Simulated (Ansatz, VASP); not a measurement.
## Au2S3 in VASP and in Ansatz

```
S Au
1.0
     4.80669    0.00000    0.00000
     0.00000    4.80669    0.00000
     0.00000    0.00000    4.91266
S Au
3 2
Direct
  0.50000 0.00000 0.00000
  0.00000 0.50000 0.00000
  0.00000 0.00000 0.50000
  0.50000 0.00000 0.50000
  0.00000 0.50000 0.50000
```

Alike in both runs: functional PBE; k mesh 3 × 3 × 2; occupations gaussian, width 0.15 eV; no spin polarisation.

Ansatz relaxed the structure, and its values are those at the end. VASP's run is a single point on that final structure, the one shown.

|  | VASP | Ansatz |
| --- | --- | --- |
| version | VASP 6.6.1 | Ansatz 0.2.0 |
| potentials or method | VASP PAW PBE potentials, release 64 (S, Au), cutoff 500 eV | scalar-relativistic, plane waves, PAW |
| valence electrons in the cell | 40 | 56 |

|  | VASP | Ansatz | Ansatz less VASP |
| --- | --- | --- | --- |
| gap on the k mesh at the Fermi level (eV) | none | none | - |
| pressure (GPa) | -0.4 | -0.2 | +0.18 |

A gap of «none» marks a metal or a gap that the smearing closes. With one functional, cell and mesh, what is left measures potentials, basis and numerics. VASP's potentials hold 40 valence electrons a cell and Ansatz's 56, so a difference there can come from the potentials and not from the codes.

The k mesh is coarse, so the values compare programs but aren't converged. Neither program's run includes spin-orbit coupling.
